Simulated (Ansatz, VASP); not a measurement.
## MoH3: VASP beside Ansatz

```
H Mo
1.0
     2.88141    0.00000    0.00000
    -1.44070    2.49537    0.00000
     0.00000    0.00000    3.86784
H Mo
3 1
Cartesian
  0.0000 1.6636 0.9788
  0.0000 1.6636 2.8890
  0.0000 0.0000 0.0000
  0.0000 0.0000 1.9339
```

Alike in both runs: functional PBE; k mesh 12 × 12 × 10; occupations gaussian, width 0.1 eV; no spin polarisation.

Ansatz relaxed the structure, and its values are those at the end. VASP's run is a single point on that final structure, the one shown.

|  | VASP | Ansatz |
| --- | --- | --- |
| version | VASP 6.6.1 | Ansatz 0.2.0 |
| potentials or method | VASP PAW PBE potentials, release 64 (H, Mo_sv), cutoff 520 eV | scalar-relativistic, plane waves, PAW |
| valence electrons in the cell | 17 | 17 |

VASP gave:

| Quantity | Value |
| --- | --- |
| gap on the k mesh at the Fermi level (eV) | none |
| pressure (GPa) | 0.1 |

Task: Which values does Ansatz return?

Result: gap on the k mesh at the Fermi level (eV): none; pressure (GPa): 0.0.

A gap of «none» marks a metal or a gap that the smearing closes.
